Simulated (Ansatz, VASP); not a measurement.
## HfO2: VASP beside Ansatz

The input INCAR:

```
SYSTEM = HfO2
ALGO     = Normal         ! electronic algorithm
EDIFF    = 1E-6           ! SCF threshold, eV
ENCUT    = 520            ! plane-wave cutoff, eV
GGA      = PE             ! functional
ISIF     = 2              ! what is computed and relaxed
ISMEAR   = 0              ! smearing method
LASPH    = .True.         ! aspherical terms in the spheres
LCHARG   = .False.        ! write CHGCAR
LREAL    = .False.        ! projectors in reciprocal space
LWAVE    = .False.        ! write WAVECAR
NBANDS   = 18             ! bands
NELM     = 100            ! most SCF steps
PREC     = Accurate       ! precision mode
SIGMA    = 0.05           ! smearing width, eV
```

File KPOINTS:

```
k-points
0
Gamma
  8 8 8
  0 0 0
```

File POSCAR:

```
HfO2
1.0
    0.0000000000      2.5575000000      2.5575000000
    2.5575000000      0.0000000000      2.5575000000
    2.5575000000      2.5575000000      0.0000000000
Hf O
1 2
Direct
   -0.0097751711      0.0097751711      0.0097751711
    0.2500000000      0.2500000000      0.2500000000
    0.7500000000      0.7500000000      0.7500000000
```

Input for Ansatz:

```yaml
crystal:
  lattice:
    - [0.0, 2.5575, 2.5575]
    - [2.5575, 0.0, 2.5575]
    - [2.5575, 2.5575, 0.0]
  atoms:
    - { symbol: Hf, position: [-0.0097751711, 0.0097751711, 0.0097751711] }
    - { symbol: O, position: [0.25, 0.25, 0.25] }
    - { symbol: O, position: [0.75, 0.75, 0.75] }
basis:
  ecutwfc: 420
kpoints:
  mp_grid: { grid: [8, 8, 8] }
hamiltonian:
  xc: pbe
scf:
  occupations: { method: gaussian, width: 0.05 }
output:
  forces: true
  stress: true
  eigenvalues: true
```

Change from the starting cell: all Hf atoms moved +0.050 Å, as atom 1 along Cartesian [1 0 0].

Alike in both runs: task single point; functional PBE; k mesh 8 × 8 × 8; occupations gaussian, width 0.05 eV; no spin polarisation.

|  | VASP | Ansatz |
| --- | --- | --- |
| version | VASP 6.6.1 | Ansatz 0.2.0 |
| potentials or method | VASP PAW PBE potentials, release 64 (Hf_pv, O), cutoff 520 eV | scalar-relativistic, plane waves, PAW |
| valence electrons in the cell | 22 | 38 |

|  | VASP | Ansatz | Ansatz less VASP |
| --- | --- | --- | --- |
| gap on the k mesh at the Fermi level (eV) | 3.73 | 3.72 | -0.007 |
| least direct gap on the mesh (eV) | 3.73 | 3.72 | -0.007 |
| pressure (GPa) | -5.7 | -2.2 | +3.52 |
| rms of the force components (eV/Å) | 0.082 | 0.088 | +0.0065 |

Atom by atom the forces differ by 0.006 eV/Å (rms over components). VASP's potentials hold 22 valence electrons a cell and Ansatz's 38, so a difference there can come from the potentials and not from the codes.

Neither program's run includes spin-orbit coupling.
